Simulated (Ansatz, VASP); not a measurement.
Two plane-wave programs on WSe2

```
W Se
1.0
     3.27082    0.00000    0.00000
    -1.63541    2.83261    0.00000
     0.00000    0.00000   35.77870
W Se
4 8
Direct
  0.74328 0.33333 0.90759
  0.48366 0.33333 0.27712
  0.51634 0.66667 0.72289
  0.25672 0.66667 0.09241
  0.40873 0.66667 0.95586
  0.14989 0.66667 0.32385
  0.84913 0.33333 0.76969
  0.58890 0.33333 0.13921
  0.41110 0.66667 0.85931
  0.15087 0.66667 0.23031
  0.85011 0.33333 0.67615
  0.59127 0.33333 0.04562
```

Change from the starting cell: mode 4 frozen in at -0.600 Å and mode 29 at +0.053 Å (largest displacements).

Alike in both runs: task single point; functional PBEsol; k mesh 9 × 9 × 1; occupations gaussian, width 0.05 eV; no spin polarisation.

|  | VASP | Ansatz |
| --- | --- | --- |
| version | VASP 6.6.1 | Ansatz 0.2.0 |
| potentials or method | VASP PAW PBE potentials, release 64 (W_sv, Se), cutoff 500 eV | scalar-relativistic, plane waves, PAW |
| valence electrons in the cell | 104 | 184 |

VASP gave:

```
gap on the k mesh at the Fermi level (eV) : 1.22
least direct gap on the mesh (eV)         : 1.57
rms of the force components (eV/Å)        : 0.202
```

Which values does Ansatz return?

gap on the k mesh at the Fermi level (eV): 1.23; least direct gap on the mesh (eV): 1.57; rms of the force components (eV/Å): 0.213.

VASP's potentials were made for PBE, not for PBEsol, and Ansatz warns of the same on its side. Atom by atom the forces differ by 0.028 eV/Å (rms over components). VASP's potentials hold 104 valence electrons a cell and Ansatz's 184, so a difference there can come from the potentials and not from the codes. Ansatz's warnings: xc potential rough in thin density.

Spin-orbit coupling is off throughout.
